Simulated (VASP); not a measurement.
**Al: single point with PBEsol**

Al:

```
CELL_PARAMETERS angstrom
2.00770 2.00770 0.00000
-2.00770 2.00770 0.00000
0.00000 0.00000 4.01539
ATOMIC_POSITIONS crystal
Al 0.00000 0.00000 0.00000
Al 0.50000 0.50000 0.50000
```

```json
{
  "Program": "VASP 6.6.1",
  "Task": "single point",
  "Functional": "PBEsol",
  "Potentials or basis": "VASP PAW PBE potentials, release 64 (Al)",
  "Cutoff": "520 eV",
  "k mesh": "18 × 18 × 14",
  "Occupations": "gaussian, width 0.1 eV",
  "Spin": "no spin polarisation",
  "Dipole correction": "no",
  "Further INCAR settings": "ALGO = Fast; EDIFF = 1e-07; NBANDS = 10"
}
```

```json
{"Pressure": "0.0 GPa", "Band gap on the k mesh": "zero (band 3 reaches 15.66 eV, above the bottom of band 4 at 3.75 eV)"}
```

Levels at points of the mesh, in eV from the Fermi level:
```tsv
k point	band 1	band 2	band 3	band 4	band 5	band 6	band 7
(0.00, 0.00, 0.00)	-11.26	-2.96	-1.61	5.26	5.68	5.68	9.24
(0.50, 0.00, 0.00)	-6.75	-6.75	1.24	1.24	2.81	2.81	9.60
(0.50, 0.50, 0.00)	-2.96	-2.96	-1.61	-1.61	5.26	5.26	5.68
(0.00, 0.00, 0.50)	-8.98	-8.98	7.51	7.51	7.62	7.62	7.62
(0.50, 0.00, 0.50)	-4.67	-4.67	-4.40	-4.40	11.53	11.53	11.53
(0.50, 0.50, 0.50)	-0.86	-0.86	-0.86	-0.86	0.12	0.12	1.22
```

Run time: 34 s on 1 thread of Intel(R) Xeon(R) 6975P-C (Granite Rapids), with other jobs on the host, peak memory 0.22 GiB.

Caveat: the PAW data sets were made with another functional, which shifts forces and pressure a little.
